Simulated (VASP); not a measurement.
B: single point with PBE

The system is B.

```
CELL_PARAMETERS angstrom
3.22834 0.00000 0.00000
-1.61417 2.79582 0.00000
0.00000 0.00000 6.64745
ATOMIC_POSITIONS crystal
B 0.50000 0.50000 0.07462
B 0.50000 0.00000 0.74128
B 0.00000 0.50000 0.40795
B 0.50000 0.50000 0.59205
B 0.50000 0.00000 0.25872
B 0.00000 0.50000 0.92538
B 0.00000 0.00000 0.50000
B 0.00000 0.00000 0.16667
B 0.00000 0.00000 0.83333
```

```
Program             : VASP 6.6.1
Task                : single point
Functional          : PBE
Potentials or basis : VASP PAW PBE potentials, release 64 (B)
Cutoff              : 520 eV
k mesh              : 12 × 12 × 6
Occupations         : gaussian, width 0.1 eV
Spin                : no spin polarisation
```

```yaml
Pressure: 0.0 GPa
```

Forces on the atoms (eV/Å):
```
B    0.000  0.000 -0.002
B    0.000  0.000 -0.002
B    0.000  0.000 -0.002
B    0.000  0.000  0.002
B    0.000  0.000  0.002
B    0.000  0.000  0.002
B    0.000  0.000  0.000
B    0.000  0.000  0.000
B    0.000  0.000  0.000
```

Stress tensor (GPa, compression positive):
```
 0.02  0.00  0.00
 0.00  0.02  0.00
 0.00  0.00 -0.09
```

Levels at points of the mesh, in eV from the Fermi level:
```csv
k point,band 10,band 11,band 12,band 13,band 14,band 15,band 16,band 17
"(0.00, 0.00, 0.00)",-3.30,-3.30,0.50,0.50,0.53,0.95,2.20,2.92
"(0.50, 0.00, 0.00)",-4.41,-4.03,-3.37,-2.12,-1.43,-0.91,-0.20,3.52
"(0.00, 0.00, 0.50)",-2.95,-1.59,-1.59,0.38,0.38,2.24,2.24,3.16
"(0.50, 0.00, 0.50)",-5.36,-4.97,-4.72,-1.46,0.32,1.82,1.92,2.38
```

It took 32 s on 1 thread of Intel(R) Xeon(R) 6975P-C (Granite Rapids) (shared host), peak memory 0.21 GiB.
